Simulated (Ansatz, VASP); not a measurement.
O in VASP and in Ansatz

```
CELL_PARAMETERS angstrom
9.00000 0.00000 0.00000
0.00000 9.50000 0.00000
0.00000 0.00000 10.00000
ATOMIC_POSITIONS crystal
O 0.50000 0.50000 0.43951
O 0.50000 0.50000 0.56049
```

Alike in both runs: functional PBEsol; k mesh 1 × 1 × 1; occupations gaussian, width 0.05 eV; collinear spin.

Ansatz relaxed the structure, and its values are those at the end. VASP's run is a single point on that final structure, the one shown.

|  | VASP | Ansatz |
| --- | --- | --- |
| version | VASP 6.6.1 | Ansatz 0.2.0 |
| potentials or method | VASP PAW PBE potentials, release 64 (O), cutoff 520 eV | plane waves, PAW |
| valence electrons in the cell | 12 | 12 |

```tsv
	VASP	Ansatz	Ansatz less VASP
rms of the force components (eV/Å)	0.812	0.001	-0.8115
net moment per atom (μB)	1.00	1.00	0.000
size of the moment on the site where the two differ most (μB)	0.81	0.55	-0.255
```

VASP's potentials were made for PBE, not for PBEsol. Site moments also hang on the region over which each program counts them. One of these differences is far larger than is usual between the two programs; its cause wasn't traced. Ansatz's warnings: end state compared, stress scf threshold loose.

Noted on VASP's run: the standard files for N, O and F lose accuracy on very short bonds.
